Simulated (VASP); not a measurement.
Input of a VASP 6.6.1 run:

Contents of INCAR:

```
SYSTEM = Na
ALGO = Fast
EDIFF = 1E-6
EDIFFG = -0.008
ENCUT = 600
GGA = PS
IBRION = 2
ISIF = 3
ISMEAR = 0
LASPH = .TRUE.
LCHARG = .FALSE.
LREAL = .FALSE.
LWAVE = .FALSE.
NELM = 60
NSW = 70
PREC = Accurate
PSTRESS = 20.0
SIGMA = 0.1
```

The input KPOINTS:

```
k-points
0
G
  16 16 16
  0 0 0
```

The input POSCAR:

```
Na
1.0
   -1.8515195226      1.8515195226      2.5952610327
    1.8515195226     -1.8515195226      2.5952610327
    1.8515195226      1.8515195226     -2.5952610327
Na
1
Direct
    0.0000000000      0.0000000000      0.0000000000
```

Potentials or basis: VASP PAW PBE potentials, release 64 (Na_pv).

Launch:

```console
$ cat potpaw_PBE.64/Na_pv/POTCAR > POTCAR
$ mpirun -np 1 vasp_std > vasp.out
```

(1) What does it give for the relaxed cell?

(2) Predict the relaxed volume.

## Answers

(1) a = 3.496 Å, b = 3.496 Å, c = 3.496 Å, α = 119.75°, β = 119.75°, γ = 90.44°.

(2) 30.33 Å³/atom.

Caveat: the cell is relaxed towards a set pressure, so the run minimises the enthalpy, not the energy; the PAW data sets were made with another functional, which shifts forces and pressure a little.
